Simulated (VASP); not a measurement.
TiC, 2 atoms in the cell. Symmetry: Fm-3m, No. 225, cubic system. The conventional cell has a = 4.333 Å, b = 4.333 Å, c = 4.333 Å, α = 90.00°, β = 90.00°, γ = 90.00°. Ti (site symmetry m-3m) has 6 C at 2.17 Å within 2.9 Å. Within 2.9 Å of C (site symmetry m-3m) lie 6 Ti at 2.17 Å. 

| Item | Value |
| --- | --- |
| Program | VASP 6.6.1 |
| Task | relaxation of cell and atoms |
| Functional | PBE |
| Potentials or basis | VASP PAW PBE potentials, release 64 (Ti_sv, C) |
| Cutoff | 600 eV |
| k mesh | 16 × 16 × 16 |
| Occupations | fermi-dirac, width 0.15 eV |
| Spin | no spin polarisation |
| Dipole correction | no |
| Further INCAR settings | ALGO = Normal; EDIFF = 1e-06; IBRION = 2; EDIFFG = -0.001; NSW = 80; ISIF = 3 |

Potentials or basis: VASP PAW PBE potentials, release 64 (Ti_sv, C).

Run with:

```sh
$ cat potpaw_PBE.64/Ti_sv/POTCAR potpaw_PBE.64/C/POTCAR > POTCAR
$ mpirun -np 1 vasp_std > vasp.out
```

Hardware: 1 thread of Intel Xeon 8259CL (shared host).

Estimate the wall time of this run.

It took 2.2 min on 1 thread of Intel Xeon 8259CL, on a shared host, peak memory 0.18 GiB. Counts: scf iterations 32, k points 145, ion steps 4.
